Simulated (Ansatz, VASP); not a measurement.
**AgCl in VASP and in Ansatz**

File INCAR:

```
PREC     = Accurate       # precision mode
ENCUT    = 520            # plane-wave cutoff, eV
EDIFF    = 1E-7           # SCF threshold, eV
ISMEAR   = -1             # smearing method
SIGMA    = 0.01           # smearing width, eV
LREAL    = False          # projectors in reciprocal space
LASPH    = True           # aspherical terms in the spheres
NELM     = 100            # most SCF steps
ALGO     = Normal         # electronic algorithm
ISIF     = 2              # what is computed and relaxed
LWAVE    = False          # write WAVECAR
LCHARG   = False          # write CHGCAR
GGA      = PE             # functional
NBANDS   = 16             # bands
```

Contents of KPOINTS:

```
Automatic mesh
0
Gamma
  9 9 9
```

POSCAR

```
AgCl
1.0
    3.4339730000      0.0000000000      0.0000000000
    0.0000000000      3.4339730000      0.0000000000
    0.0000000000      0.0000000000      3.3652935400
Ag Cl
1 1
Direct
    0.0000000000      0.0000000000      0.0000000000
    0.5000000000      0.5000000000      0.5000000000
```

Input for Ansatz:

```yaml
crystal:
  lattice:
    - [3.433973, 0.0, 0.0]
    - [0.0, 3.433973, 0.0]
    - [0.0, 0.0, 3.36529354]
  atoms:
    - { symbol: Ag, position: [0.0, 0.0, 0.0] }
    - { symbol: Cl, position: [0.5, 0.5, 0.5] }
kpoints:
  mp_grid: { grid: [9, 9, 9] }
  band_path:
    path:
      - [0.0, 0.0, 0.0]
      - [0.0, 0.5, 0.0]
      - [0.5, 0.5, 0.0]
      - [0.0, 0.0, 0.0]
      - [0.0, 0.0, 0.5]
      - [0.0, 0.5, 0.5]
      - [0.5, 0.5, 0.5]
      - [0.0, 0.0, 0.5]
      - [0.0, 0.5, 0.0]
    npoints: 5
scf:
  occupations: { method: fermi_dirac, width: 0.01 }
hamiltonian:
  xc: pbe
  pseudopotentials: { kind: all_electron, lapw: { basis_error: 0.001 } }
output:
  forces: true
  stress: true
  eigenvalues: true
```

Change from the starting cell: zz strain of -2 %.

Alike in both runs: task single point; functional PBE; k mesh 9 × 9 × 9; occupations fermi-dirac, width 0.01 eV; no spin polarisation.

|  | VASP | Ansatz |
| --- | --- | --- |
| version | VASP 6.6.1 | Ansatz 0.2.0 |
| potentials or method | VASP PAW PBE potentials, release 64 (Ag, Cl), cutoff 520 eV | all-electron LAPW, scalar-relativistic |

```tsv
	VASP	Ansatz	Ansatz less VASP
gap on the k mesh at the Fermi level (eV)	0.58	0.58	+0.001
pressure (GPa)	0.7	0.9	+0.15
traceless stress, the component that is largest in VASP (GPa)	0.69	0.68	-0.001
```

Ansatz ran all-electron here, and VASP with PAW potentials.
